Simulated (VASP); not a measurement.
A run of VASP 6.6.1 is set up as follows.

INCAR

```
SYSTEM = Ir
PREC = Accurate ; ENCUT = 500
EDIFF = 1E-6 ; ISMEAR = 0
SIGMA = 0.1 ; LREAL = .FALSE.
LASPH = .TRUE. ; NELM = 120
ALGO = Normal ; ISIF = 2
LWAVE = .FALSE. ; LCHARG = .FALSE.
GGA = PE ; NBANDS = 10
GGA_COMPAT = .FALSE.
```

Contents of KPOINTS:

```
Automatic mesh
0
G
  10 10 10
  0 0 0
```

Contents of POSCAR:

```
Ir
1.0
    0.0000000000      1.8782097059      1.8782097059
    1.8782097059      0.0000000000      1.8782097059
    1.8782097059      1.8782097059      0.0000000000
Ir
1
Direct
    0.0000000000      0.0000000000      0.0000000000
```

Potentials or basis: VASP PAW PBE potentials, release 64 (Ir).

Command:

```bash
$ cat potpaw_PBE.64/Ir/POTCAR > POTCAR
$ mpirun -np 1 vasp_std > vasp.out
```

Estimate the pressure.

40.4 GPa.
